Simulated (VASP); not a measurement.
# Cd3O (I4/mmm) in VASP: notebook

The runs below take Cd3O through single point, relaxation of cell and atoms, with PBE.

All numbers are computed with VASP 6.6.1; they aren't measurements. Logs are shortened: lines on timing, memory, paths and dates and some standing lists are left out, and cuts for length are marked.

## 1. The cell of the first run

Symmetry: I4/mmm, No. 139, tetragonal system. The conventional cell has a = 3.873 Å, b = 3.873 Å, c = 9.736 Å, α = 90.00°, β = 90.00°, γ = 90.00°. Within 3.6 Å of Cd (site symmetry 4/mmm) lie 4 O at 2.74 Å and 8 Cd at 3.11 Å. Within 3.6 Å of Cd (site symmetry -4m2) lie 8 Cd at 2.74 to 3.11 Å and 4 O at 3.11 Å. O (site symmetry 4/mmm) has 12 Cd at 2.74 to 3.11 Å within 3.6 Å.

## 2. Single point, PBE

Contents of INCAR:

```
SYSTEM = Cd3O
ALGO = Normal ; EDIFF = 1E-6
ENCUT = 600 ; GGA = PE
GGA_COMPAT = .False. ; ISIF = 2
ISMEAR = 0 ; LASPH = .True.
LCHARG = .False. ; LREAL = .False.
LWAVE = .False. ; NBANDS = 41
NELM = 120 ; PREC = Accurate
SIGMA = 0.1
```

Contents of KPOINTS:

```
k-points
0
Gamma
  16 16 16
  0 0 0
```

Contents of POSCAR:

```
Cd3O
1.0
   -1.9363813737      1.9363813737      4.8680307660
    1.9363813737     -1.9363813737      4.8680307660
    1.9363813737      1.9363813737     -4.8680307660
Cd O
3 1
Direct
    0.5000000000      0.5000000000      0.0000000000
    0.2500000000      0.7500000000      0.5000000000
    0.7500000000      0.2500000000      0.5000000000
    0.0000000000      0.0000000000      0.0000000000
```

Potentials or basis: VASP PAW PBE potentials, release 64 (Cd_sv_GW, O).

On the command line:

```console
> cat potpaw_PBE.64/Cd_sv_GW/POTCAR potpaw_PBE.64/O/POTCAR > POTCAR
> mpirun -np 1 vasp_std > vasp.out
```

OUTCAR:

```text
SYSTEM = Cd3O
   EDIFF = 1E-6
   ENCUT = 600
   GGA = PE
   ISIF = 2
   ISMEAR = 0
   LASPH = .True.
   LREAL = .False.
   NELM = 120
   PREC = Accurate

 ion  position               nearest neighbor table
   1  0.500  0.500  0.000-
   2  0.250  0.750  0.500-
   3  0.750  0.250  0.500-
   4  0.000  0.000  0.000-

  LATTYP: Found a body centered tetragonal cell.
 ALAT       =     3.8727627474
 C/A-ratio  =     2.5139834705

  Lattice vectors:

 A1 = (  -1.9363813737,   1.9363813737,   4.8680307660)
 A2 = (   1.9363813737,  -1.9363813737,   4.8680307660)
 A3 = (   1.9363813737,   1.9363813737,  -4.8680307660)

Analysis of symmetry for initial positions (statically):
=====================================================================
 Subroutine PRICEL returns:
 Original cell was already a primitive cell.

 Routine SETGRP: Setting up the symmetry group for a
 body centered tetragonal supercell.

 Subroutine GETGRP returns: Found 16 space group operations
 (whereof 16 operations were pure point group operations)
 out of a pool of 16 trial point group operations.

The static configuration has the point symmetry D_4h.

Analysis of symmetry for dynamics (positions and initial velocities):
=====================================================================
 Subroutine PRICEL returns:
 Original cell was already a primitive cell.

 Routine SETGRP: Setting up the symmetry group for a
 body centered tetragonal supercell.

 Subroutine GETGRP returns: Found 16 space group operations
 (whereof 16 operations were pure point group operations)
 out of a pool of 16 trial point group operations.

The dynamic configuration has the point symmetry D_4h.

 Subroutine INISYM returns: Found 16 space group operations
 (whereof 16 operations are pure point group operations),
 and found     1 'primitive' translations

----------------------------------------------------------------------------------------

                                     Primitive cell

  volume of cell :      73.0121

  direct lattice vectors                    reciprocal lattice vectors
    -1.936381374  1.936381374  4.868030766     0.000000000  0.258213597  0.102710937
     1.936381374 -1.936381374  4.868030766     0.258213597  0.000000000  0.102710937
     1.936381374  1.936381374 -4.868030766     0.258213597  0.258213597  0.000000000

  length of vectors
     5.585415758  5.585415758  5.585415758     0.277891702  0.277891702  0.365169171

  position of ions in fractional coordinates (direct lattice)
     0.500000000  0.500000000  0.000000000
     0.250000000  0.750000000  0.500000000
     0.750000000  0.250000000  0.500000000
     0.000000000  0.000000000  0.000000000

  ion indices of the primitive-cell ions
   primitive index   ion index
                 1           1
                 2           2
                 3           3
                 4           4

----------------------------------------------------------------------------------------

 KPOINTS: k-points

Automatic generation of k-mesh.
 Grid dimensions read from file:
 generate k-points for:   16   16   16

 Generating k-lattice:

  Cartesian coordinates                     Fractional coordinates (reciprocal lattice)
     0.000000000  0.016138350  0.006419434     0.062500000  0.000000000  0.000000000
     0.016138350  0.000000000  0.006419434     0.000000000  0.062500000  0.000000000
     0.016138350  0.016138350  0.000000000     0.000000000  0.000000000  0.062500000

  Length of vectors
     0.017368231  0.017368231  0.022823073

  Shift w.r.t. Gamma in fractional coordinates (k-lattice)
     0.000000000  0.000000000  0.000000000

 Subroutine IBZKPT returns following result:
 ===========================================

 Found    349 irreducible k-points:

 Following reciprocal coordinates:
            Coordinates               Weight
  0.000000  0.000000  0.000000      1.000000
  0.062500  0.000000  0.000000      8.000000
  0.125000  0.000000  0.000000      8.000000
  0.187500  0.000000 -0.000000      8.000000
  0.250000  0.000000  0.000000      8.000000
  0.312500  0.000000  0.000000      8.000000
[... 16 lines left out ...]
 -0.125000  0.062500  0.000000     16.000000
 -0.062500  0.062500  0.000000      4.000000
 [... further k-points ...]
   k-points           NKPTS =    349   k-points in BZ     NKDIM =    349   number of bands    NBANDS=     41
   number of dos      NEDOS =    301   number of ions     NIONS =      4
   total plane-waves  NPLWV = 110592
   dimension x,y,z NGX =    48 NGY =   48 NGZ =   48
   dimension x,y,z NGXF=    96 NGYF=   96 NGZF=   96
   ions per type =               3   1
   NGX,Y,Z   is equivalent  to a cutoff of  14.29, 14.29, 14.29 a.u.
   NGXF,Y,Z  is equivalent  to a cutoff of  28.57, 28.57, 28.57 a.u.
 SYSTEM =  Cd3O
   PREC   = accura    normal or accurate (medium, high low for compatibility)
   ISTART =      0    job   : 0-new  1-cont  2-samecut
   ICHARG =      2    charge: 1-file 2-atom 10-const
   ISPIN  =      1    spin polarized calculation?
   LNONCOLLINEAR =      F non collinear calculations
   LSORBIT =      F    spin-orbit coupling
   LASPH  =      T    aspherical Exc in radial PAW
   ENCUT  =  600.0 eV  44.10 Ry    6.64 a.u.  11.16 11.16 11.16*2*pi/ulx,y,z
   NELM   =    120;   NELMIN=  2; NELMDL= -5     # of ELM steps
   EDIFF  = 0.1E-05   stopping-criterion for ELM
   LREAL  =      F    real-space projection
[... 7 lines left out ...]
   TEBEG  =    0.0;   TEEND  =   0.0 temperature during run
   PSTRESS=    0.0 pullay stress
   NELECT =      66.0000    total number of electrons
   NUPDOWN=      -1.0000    fix difference up-down
   EMIN   =  10.00;   EMAX   =-10.00  energy-range for DOS
   EFERMI =   0.00;   METHOD = LEGACY
   ISMEAR =     0;   SIGMA  =   0.10  broadening in eV -4-tet -1-fermi 0-gaus
   EFERMI_NEDOS =   21; number of points for ismear=-14 and -15
   IALGO  =     38    algorithm
   IMIX   =      4    mixing-type and parameters
     AMIX     =   0.40;   BMIX     =  1.00
     AMIX_MAG =   1.60;   BMIX_MAG =  1.00
  volume/ion in A,a.u.               =      18.25       123.18
  Fermi-wavevector in a.u.,A,eV,Ry     =   1.582916  2.991277 34.091057  2.505622
  Thomas-Fermi vector in A             =   2.682766
   LORBIT       =      0    0 simple, 1 ext, 2 COOP (PROOUT), +10 PAW based schemes
   GGA     = PE    functional components
   LHFCALC =     F    Hartree Fock is set to
   AEXX    =    0.0000 exact exchange contribution
   IVDW    =     0    specifies the selected vdW correction
   LEPSILON=     F    determine dielectric tensor
   LRPA    =     F    only Hartree local field effects (RPA)
 non-spin polarized calculation
 Gauss-broadening in eV      SIGMA  =   0.10
  energy-cutoff  :      600.00
  volume of cell :       73.01
 maximum number of plane-waves:      2456
 NGX is ok and might be reduce to    48
   NGX = 23   NGY = 23   NGZ = 23

 number of electron      66.0000004 magnetization

 Free energy of the ion-electron system (eV)
  ---------------------------------------------------
  ext. energy  EPLUGINS =         0.00000000
  ---------------------------------------------------
  free energy    TOTEN  =        -7.26215064 eV

  energy without entropy =       -7.25748431  energy(sigma->0) =       -7.25981747

 E-fermi :   5.7165     XC(G=0): -11.2574

 val. band max:        5.6934098718   @ k =   0.1250   0.1250   0.0625
 cond. band min:       5.7174220942   @ k =   0.1250   0.0625   0.0625
 fundamental gap:      0.0240122224
 Fermi energy:         5.7164754497

 k-point     1 :       0.0000    0.0000    0.0000
  band No.  band energies     occupation
      1     -97.5757      2.00000
      2     -97.5607      2.00000
      3     -96.9908      2.00000
      4     -58.6800      2.00000
      5     -58.6800      2.00000
      6     -58.5879      2.00000
[... 33 lines left out ...]
     40      13.6189      0.00000
     41      14.1468      0.00000

 k-point     2 :       0.0625    0.0000    0.0000
  band No.  band energies     occupation
      1     -97.5755      2.00000
      2     -97.5609      2.00000
      3     -96.9908      2.00000
      4     -58.6793      2.00000
      5     -58.6792      2.00000
      6     -58.5890      2.00000
[... 33 lines left out ...]
     40      13.8323      0.00000
     41      14.2768      0.00000

 k-point     3 :       0.1250    0.0000    0.0000
  band No.  band energies     occupation
      1     -97.5751      2.00000
      2     -97.5613      2.00000
      3     -96.9908      2.00000
      4     -58.6768      2.00000
      5     -58.6766      2.00000
      6     -58.5916      2.00000
[... 33 lines left out ...]
     40      14.2347      0.00000
     41      14.7478      0.00000

 k-point     4 :       0.1875    0.0000   -0.0000
  band No.  band energies     occupation
      1     -97.5744      2.00000
      2     -97.5620      2.00000
      3     -96.9908      2.00000
      4     -58.6727      2.00000
      5     -58.6724      2.00000
      6     -58.5960      2.00000
[... 825 lines left out ...]
     40      15.1181      0.00000
     41      15.6831      0.00000

 k-point    23 :      -0.1250    0.0625    0.0000
  band No.  band energies     occupation
      1     -97.5750      2.00000
      2     -97.5614      2.00000
      3     -96.9908      2.00000
      4     -58.6799      2.00000
      5     -58.6719      2.00000
      6     -58.5965      2.00000
[... 33 lines left out ...]
     40      14.7434      0.00000
     41      14.8266      0.00000

 k-point    24 :      -0.0625    0.0625    0.0000
  band No.  band energies     occupation
      1     -97.5754      2.00000
      2     -97.5610      2.00000
      3     -96.9908      2.00000
      4     -58.6804      2.00000
      5     -58.6764      2.00000
      6     -58.5919      2.00000
[... 33 lines left out ...]
     40      14.2634      0.00000
     41      14.4004      0.00000

 [... further k-points ...]

------------------------ aborting loop because EDIFF is reached ----------------------------------------

  FORCE on cell =-STRESS in cart. coord.  units (eV):
  Direction    XX          YY          ZZ          XY          YZ          ZX
  --------------------------------------------------------------------------------------
  -------------------------------------------------------------------------------------
  Total       -0.3333040     -0.3333040     -0.3486140      0.0000000      0.0000000      0.0000000
  in kB       -7.3140184     -7.3140184     -7.6499797      0.0000000      0.0000000      0.0000000
  external PRESSURE =      -7.4260055 kB  Pullay stress =       0.0000000 kB

 VOLUME and BASIS-vectors are now :
 -----------------------------------------------------------------------------
  energy-cutoff  :      600.00
  volume of cell :       73.01
      direct lattice vectors                 reciprocal lattice vectors
    -1.936381374  1.936381374  4.868030766     0.000000000  0.258213597  0.102710937
     1.936381374 -1.936381374  4.868030766     0.258213597  0.000000000  0.102710937
     1.936381374  1.936381374 -4.868030766     0.258213597  0.258213597  0.000000000

 POSITION                                       TOTAL-FORCE (eV/Angst)
 -----------------------------------------------------------------------------------
      0.00000      0.00000      4.86803        -0.000000      0.000000      0.000000
      1.93638     -0.00000      2.43402         0.000000      0.000000      0.000000
     -0.00000      1.93638      2.43402        -0.000000     -0.000000     -0.000000
      0.00000      0.00000      0.00000        -0.000000      0.000000      0.000000
 -----------------------------------------------------------------------------------
    total drift:                                0.000000     -0.000000      0.000000

  FREE ENERGIE OF THE ION-ELECTRON SYSTEM (eV)
  ---------------------------------------------------
  free  energy   TOTEN  =        -7.2621506370 eV

  energy  without entropy=       -7.2574843070  energy(sigma->0) =       -7.25981747
```

It took 18 min on 1 thread of Intel Xeon 6975P-C (Granite Rapids), shared host; peak memory 1.2 GiB.

Results:

* Free energy: -7.2622 eV
* Pressure: -0.7 GPa
* Band gap on the k mesh: zero (bands 33 and 34 overlap by 1.37 eV)

[end of part 1 of 2]
